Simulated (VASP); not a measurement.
# KI in VASP: further runs, part 2 of 2

VASP 6.6.1.

## 4. Single point, r2SCAN, collinear spin, ferromagnetic start

This run uses another cell than the first one, of 272.72 Å³/atom, 1.021 times its volume.

POSCAR reads:

```
KI
1.0
    9.0000000000      0.0000000000      0.0000000000
    0.0000000000      9.3000000000      0.0000000000
    0.0000000000      0.0000000000      6.5165701742
K I
1 1
Direct
    0.5000000000      0.5000000000     -0.0175462628
    0.5000000000      0.5000000000      0.4825462628
```

INCAR.step1 reads:

```
SYSTEM = KI
PREC = Accurate
ENCUT = 520
ISMEAR = 0
SIGMA = 0.05
LREAL = .False.
LASPH = .True.
NELM = 150
ISPIN = 2
MAGMOM = 0.5 0.5
NBANDS = 19
GGA = PE
ALGO = Normal
EDIFF = 1E-4
LWAVE = .True.
LCHARG = .False.
```

INCAR.step2 reads:

```
SYSTEM = KI
PREC = Accurate
ENCUT = 520
EDIFF = 1E-7
ISMEAR = 0
SIGMA = 0.05
LREAL = .False.
LASPH = .True.
NELM = 150
ALGO = Normal
ISIF = 2
LWAVE = .False.
LCHARG = .False.
ISPIN = 2
MAGMOM = 0.5 0.5
LORBIT = 11
METAGGA = R2SCAN
LMIXTAU = .True.
NBANDS = 19
ISTART = 1
```

KPOINTS reads:

```
regular mesh
0
Gamma
  1 1 10
  0 0 0
```

Potentials or basis: VASP PAW PBE potentials, release 64 (K_sv, I).

On the command line:

```sh
cat potpaw_PBE.64/K_sv/POTCAR potpaw_PBE.64/I/POTCAR > POTCAR
cp INCAR.step1 INCAR
mpirun -np 1 vasp_std > vasp.out
cp INCAR.step2 INCAR
mpirun -np 1 vasp_std > vasp.out
```

OUTCAR:

```text
SYSTEM = KI
   PREC = Accurate
   ENCUT = 520
   EDIFF = 1E-7
   ISMEAR = 0
   LREAL = .False.
   LASPH = .True.
   NELM = 150
   ISIF = 2
   ISPIN = 2
   LORBIT = 11
   METAGGA = R2SCAN
   ISTART = 1

 ion  position               nearest neighbor table
   1  0.500  0.500  0.982-   2 3.26   2 3.26
   2  0.500  0.500  0.483-   1 3.26   1 3.26

  LATTYP: Found a simple orthorhombic cell.
 ALAT       =     6.5165701742
 B/A-ratio  =     1.3810946187
 C/A-ratio  =     1.4271311060

  Lattice vectors:

 A1 = (   0.0000000000,   0.0000000000,   6.5165701742)
 A2 = (   9.0000000000,   0.0000000000,   0.0000000000)
 A3 = (   0.0000000000,   9.3000000000,   0.0000000000)

Analysis of symmetry for initial positions (statically):
=====================================================================
 Subroutine PRICEL returns:
 Original cell was already a primitive cell.

 Routine SETGRP: Setting up the symmetry group for a
 simple orthorhombic supercell.

 Subroutine GETGRP returns: Found  4 space group operations
 (whereof  4 operations were pure point group operations)
 out of a pool of  8 trial point group operations.

The static configuration has the point symmetry C_2v.

Analysis of symmetry for dynamics (positions and initial velocities):
=====================================================================
 Subroutine PRICEL returns:
 Original cell was already a primitive cell.

 Routine SETGRP: Setting up the symmetry group for a
 simple orthorhombic supercell.

 Subroutine GETGRP returns: Found  4 space group operations
 (whereof  4 operations were pure point group operations)
 out of a pool of  8 trial point group operations.

The dynamic configuration has the point symmetry C_2v.

Analysis of structural, dynamic, and magnetic symmetry:
=====================================================================
 Subroutine PRICEL returns:
 Original cell was already a primitive cell.
[... 134 lines left out ...]
  ext. energy  EPLUGINS =         0.00000000
  ---------------------------------------------------
  free energy    TOTEN  =       -33.03231330 eV

  energy without entropy =      -33.03231330  energy(sigma->0) =      -33.03231330

 E-fermi :  -4.4448     XC(G=0):  -1.7142

 val. band max:       -4.7479119710   @ k =   0.0000   0.0000   0.0000
 cond. band min:      -0.1260297449   @ k =   0.0000   0.0000   0.0000
 fundamental gap:      4.6218822261
 Fermi energy:        -4.4447631626

 spin component 1

 k-point     1 :       0.0000    0.0000    0.0000
  band No.  band energies     occupation
      1     -35.6389      1.00000
      2     -18.4054      1.00000
      3     -18.4053      1.00000
      4     -18.2504      1.00000
      5     -15.0573      1.00000
      6      -4.9911      1.00000
[... 108 lines left out ...]
      5     -14.9373      1.00000
      6      -5.4683      1.00000
[... 11 lines left out ...]
     18       3.3295      0.00000
     19       3.5723      0.00000
 Fermi energy:        -4.4447631626

 spin component 2

 k-point     1 :       0.0000    0.0000    0.0000
  band No.  band energies     occupation
      1     -35.6389      1.00000
      2     -18.4054      1.00000
      3     -18.4053      1.00000
      4     -18.2504      1.00000
      5     -15.0573      1.00000
      6      -4.9911      1.00000
[... 109 lines left out ...]
      6      -5.4683      1.00000
[... 11 lines left out ...]
     18       3.3294      0.00000
     19       3.5726      0.00000

------------------------ aborting loop because EDIFF is reached ----------------------------------------

  FORCE on cell =-STRESS in cart. coord.  units (eV):
  Direction    XX          YY          ZZ          XY          YZ          ZX
  --------------------------------------------------------------------------------------
  -------------------------------------------------------------------------------------
  Total        0.0384002      0.0242034     -0.0473273      0.0000000      0.0000000      0.0000000
  in kB        0.1127976      0.0710956     -0.1390202      0.0000000      0.0000000      0.0000000
  external PRESSURE =       0.0149577 kB  Pullay stress =       0.0000000 kB

 VOLUME and BASIS-vectors are now :
 -----------------------------------------------------------------------------
  energy-cutoff  :      520.00
  volume of cell :      545.44
      direct lattice vectors                 reciprocal lattice vectors
     9.000000000  0.000000000  0.000000000     0.111111111  0.000000000  0.000000000
     0.000000000  9.300000000  0.000000000     0.000000000  0.107526882  0.000000000
     0.000000000  0.000000000  6.516570174     0.000000000  0.000000000  0.153454958

 POSITION                                       TOTAL-FORCE (eV/Angst)
 -----------------------------------------------------------------------------------
      4.50000      4.65000      6.40223         0.000000      0.000000      0.001612
      4.50000      4.65000      3.14455         0.000000      0.000000     -0.001612
 -----------------------------------------------------------------------------------
    total drift:                                0.000000      0.000000     -0.003257

  FREE ENERGIE OF THE ION-ELECTRON SYSTEM (eV)
  ---------------------------------------------------
  free  energy   TOTEN  =       -33.0323133020 eV

  energy  without entropy=      -33.0323133020  energy(sigma->0) =      -33.03231330

 total charge

# of ion       s       p       d       tot
------------------------------------------
    1        1.957   5.679   0.019   7.655
    2        1.490   2.890   0.000   4.381
--------------------------------------------------
tot          3.447   8.570   0.019  12.036

 magnetization (x)

# of ion       s       p       d       tot
------------------------------------------
    1       -0.000  -0.000   0.000   0.000
    2       -0.000  -0.000  -0.000  -0.000
--------------------------------------------------
tot         -0.000  -0.000   0.000  -0.000
```

OSZICAR.step1:

```text
N       E                     dE             d eps       ncg     rms          rms(c)
DAV:   1     0.972659482466E+02    0.97266E+02   -0.46458E+03   504   0.502E+02
DAV:   2     0.949786573812E+01   -0.87768E+02   -0.78641E+02   591   0.122E+02
[... 11 lines left out ...]
DAV:  14    -0.475959136938E+01   -0.22631E-02   -0.41313E-04   494   0.909E-02    0.230E-02
DAV:  15    -0.476097478424E+01   -0.13834E-02   -0.28552E-04   516   0.633E-02    0.156E-02
DAV:  16    -0.476187479235E+01   -0.90001E-03   -0.11252E-04   454   0.425E-02    0.845E-03
DAV:  17    -0.476213321654E+01   -0.25842E-03   -0.26363E-05   408   0.166E-02    0.457E-03
DAV:  18    -0.476237465613E+01   -0.24144E-03   -0.31573E-05   396   0.158E-02    0.403E-03
DAV:  19    -0.476244001949E+01   -0.65363E-04   -0.99291E-06   433   0.741E-03
   1 F= -.47624400E+01 E0= -.47624400E+01  d E =-.142753E-10  mag=     0.0000
```

Run time: 8.6 min. Hardware: 1 thread of AMD EPYC 9R45 (Zen 5), shared host; peak memory 0.87 GiB.

What came out:

* Free energy: -33.0323 eV
* Band gap on the k mesh: 4.62 eV, direct
* Net moment: 0.00 μB per cell
* Valence electrons inside the program's atomic spheres: K 7.66; I 4.38

Levels at points of the mesh, in eV from the valence-band top:
Spin up:
```csv
k point,band 5,band 6,band 7,band 8,band 9,band 10,band 11,band 12
"(0.00, 0.00, 0.00)",-10.31,-0.24,0.00,0.00,4.62,6.42,6.65,6.73
"(0.00, 0.00, 0.50)",-10.19,-0.72,-0.03,-0.03,5.41,6.04,6.55,6.61
```
Spin down:
| k point | band 5 | band 6 | band 7 | band 8 | band 9 | band 10 | band 11 | band 12 |
| --- | --- | --- | --- | --- | --- | --- | --- | --- |
| (0.00, 0.00, 0.00) | -10.31 | -0.24 | 0.00 | 0.00 | 4.62 | 6.42 | 6.65 | 6.73 |
| (0.00, 0.00, 0.50) | -10.19 | -0.72 | -0.03 | -0.03 | 5.41 | 6.04 | 6.55 | 6.61 |

Caveat: the PAW data sets were made with another functional, which shifts forces and pressure a little; spin-orbit coupling is left out, which moves the levels of the heavy elements.

## 5. The runs side by side

| cell | gap on the mesh (eV) | moment (μB) |
| --- | --- | --- |
| a = 9.000, b = 9.300, c = 6.383 Å, 2 atoms | 4.70 | 0.00 |
| a = 9.000, b = 9.300, c = 6.499 Å, 2 atoms | 4.63 | 0.00 |
| a = 9.000, b = 9.300, c = 6.517 Å, 2 atoms | 4.62 | 0.00 |

Alike in all rows: task single point; level r2SCAN; potentials or basis VASP PAW PBE potentials, release 64 (K_sv, I); spin collinear, ferromagnetic start; k mesh 1 × 1 × 10; cutoff (eV) 520; smearing gaussian 0.05 eV.

Caveats: the PAW data sets were made with another functional, which shifts forces and pressure a little; spin-orbit coupling is left out, which moves the levels of the heavy elements.

Absolute energies hang on the potentials; compare differences alone.
